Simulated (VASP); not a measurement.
Input of a VASP 6.6.1 run:

File INCAR:

```
SYSTEM = AgCl
PREC = Accurate
ENCUT = 520
EDIFF = 1E-7
ISMEAR = 0
SIGMA = 0.05
LREAL = .FALSE.
LASPH = .TRUE.
NELM = 100
ALGO = Normal
ISIF = 2
LWAVE = .FALSE.
LCHARG = .TRUE.
GGA = PS
LELF = .TRUE.
LVHAR = .TRUE.
NBANDS = 16
```

Contents of KPOINTS:

```
regular mesh
0
G
  10 10 10
  0 0 0
```

Contents of POSCAR:

```
AgCl
1.0
    3.3311591989      0.0000000000     -0.0916068780
    0.0000000000      3.3311591989      0.0000000000
   -0.0916068780      0.0000000000      3.3311591989
Ag Cl
1 1
Direct
    0.0000000000      0.0000000000      0.0000000000
    0.5000000000      0.5000000000      0.5000000000
```

Potentials or basis: VASP PAW PBE potentials, release 64 (Ag, Cl).

Run with:

```bash
$ cat potpaw_PBE.64/Ag/POTCAR potpaw_PBE.64/Cl/POTCAR > POTCAR
$ mpirun -np 1 vasp_std > vasp.out
```

Q: What does it give for the band gap on the k mesh?

A: 0.27 eV, indirect (least direct gap 2.17 eV).

Q: Predict the pressure.

A: 0.0 GPa.

Stress tensor (GPa, compression positive):
```
 0.01  0.00 -0.64
 0.00  0.02  0.00
-0.64  0.00  0.01
```

Caveat: the cell differs from its parent crystal (engineering shear strain xz -0.0550, engineering shear strain yz +0.0000); the PAW data sets were made with another functional, which shifts forces and pressure a little. A k mesh can miss the band edges.
